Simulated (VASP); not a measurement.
Here is a VASP 6.6.1 calculation.

File INCAR:

```
PREC     = Accurate       # precision mode
ENCUT    = 520            # plane-wave cutoff, eV
EDIFF    = 1E-6           # SCF threshold, eV
ISMEAR   = 0              # smearing method
SIGMA    = 0.1            # smearing width, eV
LREAL    = F              # projectors in reciprocal space
LASPH    = T              # aspherical terms in the spheres
NELM     = 60             # most SCF steps
ALGO     = Normal         # electronic algorithm
ISIF     = 2              # what is computed and relaxed
LWAVE    = F              # write WAVECAR
LCHARG   = F              # write CHGCAR
GGA      = PE             # functional
NBANDS   = 22             # bands
```

KPOINTS

```
Automatic mesh
0
Gamma
  4 4 4
```

Contents of POSCAR:

```
ScAl3F
1.0
    3.9886273300      0.0000000000      0.0000000000
    0.0000000000      3.9886273300      0.0000000000
    0.0000000000      0.0000000000      3.9886273300
Sc Al F
1 3 1
Direct
    0.5000000000      0.5000000000      0.5000000000
    0.5000000000      0.0000000000      0.0000000000
    0.0000000000      0.5000000000      0.0000000000
    0.0000000000      0.0000000000      0.5000000000
    0.0000000000      0.0000000000      0.0000000000
```

Potentials or basis: VASP PAW PBE potentials, release 64 (Sc_sv, Al, F).

Command:

```sh
$ cat potpaw_PBE.64/Sc_sv/POTCAR potpaw_PBE.64/Al/POTCAR potpaw_PBE.64/F/POTCAR > POTCAR
$ mpirun -np 1 vasp_std > vasp.out
```

What does it give for the pressure?

36.0 GPa.

What does it give for the band gap on the k mesh?

Zero (an odd number of electrons rules out a gap without spin polarisation).

Caveat: the k points lie up to 0.39 Å⁻¹ apart, too coarse for converged energies and pressures of a metal; an odd number of electrons without spin polarisation forces a metal; a magnetic or distorted state may lie lower.
